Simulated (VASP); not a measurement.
Set up this calculation in VASP 6.6.1, as the native input.

```
Task                   : electric field gradients
Functional             : LDA
Potentials or basis    : VASP PAW LDA potentials, release 64 (Li_sv, Pb_d)
Cutoff                 : 520 eV
k mesh                 : 10 × 10 × 10
Occupations            : fermi-dirac, width 0.03 eV
Spin                   : no spin polarisation
Dipole correction      : no
Further INCAR settings : ALGO = Normal; EDIFF = 1e-08; NBANDS = 16
```

The structure of LiPb lies in POSCAR:

```
LiPb
1.0
    3.5453251831      0.0000000000      0.0000000000
    0.0000000000      3.5453251831      0.0000000000
    0.0000000000      0.0000000000      3.5453251831
Li Pb
1 1
Direct
    0.5000000000      0.5000000000      0.5000000000
    0.0000000000      0.0000000000      0.0000000000
```

This cell differs from its parent crystal: volume scaled by 1.02.

The input as run:

INCAR

```
SYSTEM = LiPb
ALGO     = Normal         ! electronic algorithm
EDIFF    = 1E-8           ! SCF threshold, eV
ENCUT    = 520            ! plane-wave cutoff, eV
GGA      = CA             ! functional
ISIF     = 2              ! what is computed and relaxed
ISMEAR   = -1             ! smearing method
LASPH    = .TRUE.         ! aspherical terms in the spheres
LCHARG   = .FALSE.        ! write CHGCAR
LEFG     = .TRUE.       
LREAL    = .FALSE.        ! projectors in reciprocal space
LWAVE    = .FALSE.        ! write WAVECAR
NBANDS   = 16             ! bands
NELM     = 80             ! most SCF steps
PREC     = Accurate       ! precision mode
SIGMA    = 0.03           ! smearing width, eV
```

KPOINTS

```
k-points
0
G
  10 10 10
  0 0 0
```

Potentials or basis: VASP PAW LDA potentials, release 64 (Li_sv, Pb_d).

Command:

```bash
$ cat potpaw_LDA.64/Li_sv/POTCAR potpaw_LDA.64/Pb_d/POTCAR > POTCAR
$ mpirun -np 1 vasp_std > vasp.out
```

Wall time 34 s on 1 thread of Intel(R) Xeon(R) Platinum 8488C (Sapphire Rapids), on a shared host, peak memory 0.16 GiB.
